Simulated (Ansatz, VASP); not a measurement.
# Mn: VASP beside Ansatz

Contents of INCAR:

```
  ALGO = Fast
  EDIFF = 1E-6
  ENCUT = 520
  GGA = PE
  ISIF = 2
  ISMEAR = 0
  ISPIN = 2
  LASPH = T
  LCHARG = F
  LMAXMIX = 4
  LORBIT = 11
  LREAL = F
  LWAVE = F
  MAGMOM = 4 4
  NBANDS = 24
  NELM = 150
  PREC = Accurate
  SIGMA = 0.1
```

File KPOINTS:

```
k-points
0
Gamma
  6 6 6
```

POSCAR

```
Mn
1.0
   -2.2001468975      2.2001468975      1.2332440300
    2.2001468975     -2.2001468975      1.2332440300
    2.2001468975      2.2001468975     -1.2332440300
Mn
2
Direct
    0.7500000000      0.2500000000      0.5000000000
    0.0000000000      0.0000000000      0.0000000000
```

Input for Ansatz:

```yaml
crystal:
  lattice:
    - [-2.2001468975, 2.2001468975, 1.23324403]
    - [2.2001468975, -2.2001468975, 1.23324403]
    - [2.2001468975, 2.2001468975, -1.23324403]
  atoms:
    - { symbol: Mn, position: [0.75, 0.25, 0.5], spin: 4.0 }
    - { symbol: Mn, position: [0.0, 0.0, 0.0], spin: 4.0 }
basis:
  ecutwfc: 420
kpoints:
  mp_grid: { grid: [6, 6, 6] }
hamiltonian:
  xc: pbe
scf:
  occupations: { method: gaussian, width: 0.1 }
  lower_state_search: "off"
output:
  forces: true
  stress: true
  eigenvalues: true
  populations: true
magnetization:
  spin_polarized: true
```

Alike in both runs: task single point; functional PBE; k mesh 6 × 6 × 6; occupations gaussian, width 0.1 eV; collinear spin.

|  | VASP | Ansatz |
| --- | --- | --- |
| version | VASP 6.6.1 | Ansatz 0.2.0 |
| potentials or method | VASP PAW PBE potentials, release 64 (Mn_pv), cutoff 520 eV | scalar-relativistic, plane waves, PAW |
| valence electrons in the cell | 26 | 30 |

Ansatz gave:

| Property | Result |
| --- | --- |
| gap on the k mesh at the Fermi level (eV) | none |
| pressure (GPa) | 0.6 |
| traceless stress, the component that is largest in VASP (GPa) | 3.07 |
| net moment per atom (μB) | 1.22 |
| size of the moment on the site where the two differ most (μB) | 1.16 |

Problem. What did VASP give for the same quantities?

Solution. gap on the k mesh at the Fermi level (eV): none; pressure (GPa): 1.1; traceless stress, the component that is largest in VASP (GPa): 2.70; net moment per atom (μB): 1.26; size of the moment on the site where the two differ most (μB): 1.25.

Site moments also hang on the region over which each program counts them. A gap of «none» marks a metal or a gap that the smearing closes. With one functional, cell and mesh, what is left measures potentials, basis and numerics. VASP's potentials hold 26 valence electrons a cell and Ansatz's 30, so a difference there can come from the potentials and not from the codes.

The k mesh is coarse, so the values compare programs but aren't converged.
